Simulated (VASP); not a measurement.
Set up this calculation in VASP 6.6.1, as the native input.

```yaml
Task: single point
Functional: pbesol exchange, pbe correlation
Potentials_or_basis: VASP PAW PBE potentials, release 64 (Te)
Cutoff: 500 eV
k_mesh: 9 × 9 × 9
Occupations: gaussian, width 0.05 eV
Spin: collinear spin
Starting_moments: "[1.0] μB"
Fixed_moment: 1 μB
Dipole_correction: no
Further_INCAR_settings: ALGO = Normal; EDIFF = 1e-06; NBANDS = 13
```

The structure of Te lies in POSCAR:

```
Te
1.0
    2.3511296351      1.3574253277      1.7241180786
   -2.3511296351      1.3574253277      1.7241180786
    0.0000000000     -2.7148506555      1.7241180786
Te
1
Direct
    0.5000000000      0.5000000000      0.5000000000
```

These files were run (other wordings do the same):

INCAR

```
ALGO = Normal
EDIFF = 1E-6
ENCUT = 500
GGA = LIBXC
GGA_COMPAT = False
ISIF = 2
ISMEAR = 0
ISPIN = 2
LASPH = True
LCHARG = False
LIBXC1 = GGA_X_PBE_SOL
LIBXC2 = GGA_C_PBE
LORBIT = 11
LREAL = False
LWAVE = False
MAGMOM = 1
NBANDS = 13
NELM = 200
NUPDOWN = 1.0
PREC = Accurate
SIGMA = 0.05
```

KPOINTS

```
k-points
0
Gamma
  9 9 9
```

Potentials or basis: VASP PAW PBE potentials, release 64 (Te).

Launch:

```bash
$ cat potpaw_PBE.64/Te/POTCAR > POTCAR
$ mpirun -np 1 vasp_std > vasp.out
```

Results of the run:

* Pressure: 0.4 GPa
* Net moment: 1.00 μB per cell
* Site moments: Te +0.57 μB
* Valence electrons inside the program's atomic spheres: Te 3.25

Caveat: the PAW data sets were made with another functional, which shifts forces and pressure a little; the total moment is fixed, so each spin has its own Fermi level.

It took 28 s on 1 thread of Intel(R) Xeon(R) Platinum 8259CL CPU @ 2.50GHz (Skylake/Cascade Lake), on a shared host, peak memory 0.18 GiB.
